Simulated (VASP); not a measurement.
A run of VASP 6.6.1 is set up as follows.

The input INCAR:

```
PREC     = Accurate       # precision mode
ENCUT    = 500            # plane-wave cutoff, eV
EDIFF    = 1E-7           # SCF threshold, eV
ISMEAR   = 0              # smearing method
SIGMA    = 0.1            # smearing width, eV
LREAL    = F              # projectors in reciprocal space
LASPH    = T              # aspherical terms in the spheres
NELM     = 200            # most SCF steps
ALGO     = Normal         # electronic algorithm
ISIF     = 3              # what is computed and relaxed
LWAVE    = F              # write WAVECAR
LCHARG   = F              # write CHGCAR
GGA      = PE             # functional
IBRION   = 2              # ionic algorithm
NSW      = 100            # ionic steps
EDIFFG   = -0.01          # ionic threshold
GGA_COMPAT= F            
NELMIN   = 4            
LMAXMIX  = 6              # l up to which the mixer works
```

Contents of KPOINTS:

```
regular mesh
0
Gamma
  6 6 6
```

File POSCAR:

```
SmGaTe3
1.0
    6.3865610557      0.0000000000      0.0000000000
   -3.1932805278      5.5309241170      0.0000000000
    0.0000000000      0.0000000000      6.2035619526
Sm Ga Te
1 1 3
Direct
    0.0000000000      0.0000000000      0.0000000000
    0.0000000000      0.0000000000      0.5000000000
    0.5000000000      0.0000000000      0.0000000000
    0.0000000000      0.5000000000      0.0000000000
    0.5000000000      0.5000000000      0.0000000000
```

Potentials or basis: VASP PAW PBE potentials, release 64 (Sm_3, Ga_d, Te), 4f in core.

Command:

```bash
$ cat potpaw_PBE.64/Sm_3/POTCAR potpaw_PBE.64/Ga_d/POTCAR potpaw_PBE.64/Te/POTCAR > POTCAR
$ mpirun -np 1 vasp_std > vasp.out
```

Problem. Predict the band gap on the k mesh.

Solution. Zero (bands 21 and 22 overlap by 2.26 eV).

Problem. What does it give for the space group after relaxing (to 0.1 Å)?

Solution. P6/mmm (No. 191).

Problem. Estimate the relaxed volume.

Solution. 43.53 Å³/atom.

The path:
```
step  energy change (eV)  largest force (eV/Å)  pressure (GPa)  volume (Å³)
   1              0.0000                0.0000            0.15       219.13
   2             -0.0053                0.0000           -0.27       220.40
   3             -0.0054                0.0000           -0.21       220.21
   4             -0.0073                0.0000           -0.10       218.68
   5             -0.0078                0.0000           -0.01       217.63
```

Caveat: spin-orbit coupling is left out, which moves the levels of the heavy elements; the 4f electrons are frozen in the core, so they carry no moment and show no levels. Spin polarisation is off, so any magnetic state and its effect on volume and gap are missing.
